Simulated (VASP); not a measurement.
Wanted: the native input for a VASP 6.6.1 run.

```yaml
Task: single point
Functional: PBE
Potentials_or_basis: VASP PAW PBE potentials, release 64 (Al, N)
Cutoff: 520 eV
k_mesh: 6 × 6 × 6
Occupations: gaussian, width 0.2 eV
Spin: no spin polarisation
Dipole_correction: no
Further_INCAR_settings: ALGO = Normal; EDIFF = 1e-06; NBANDS = 22
```

The structure of Al4N3 lies in POSCAR:

```
Al4N3
1.0
    1.4513576870      0.8379417528      9.1841979539
   -1.4513576870      0.8379417528      9.1841979539
    0.0000000000     -1.6758835010      9.1841979544
Al N
4 3
Direct
    0.8715249230      0.8715249230      0.8715249230
    0.2906661728      0.2906661728      0.2906661728
    0.1284750770      0.1284750770      0.1284750770
    0.7093338272      0.7093338272      0.7093338272
    0.5815939025      0.5815939025      0.5815939025
    0.4184060975      0.4184060975      0.4184060975
    0.0000000000      0.0000000000      0.0000000000
```

One way to write it, as run:

INCAR

```
SYSTEM = Al4N3
ALGO = Normal
EDIFF = 1E-6
ENCUT = 520
GGA = PE
ISIF = 2
ISMEAR = 0
LASPH = .TRUE.
LCHARG = .FALSE.
LREAL = .FALSE.
LWAVE = .FALSE.
NBANDS = 22
NELM = 60
PREC = Accurate
SIGMA = 0.2
```

KPOINTS

```
k-points
0
G
  6 6 6
  0 0 0
```

Potentials or basis: VASP PAW PBE potentials, release 64 (Al, N).

Command:

```bash
$ cat potpaw_PBE.64/Al/POTCAR potpaw_PBE.64/N/POTCAR > POTCAR
$ mpirun -np 1 vasp_std > vasp.out
```

It gave:

```json
{"Pressure": "-0.6 GPa", "Largest force": "0.020 eV/Å"}
```

Caveat: the k points lie up to 0.42 Å⁻¹ apart.

It took 2.9 min on 1 thread of Intel(R) Xeon(R) 6975P-C (Granite Rapids), on a shared host, peak memory 0.62 GiB.
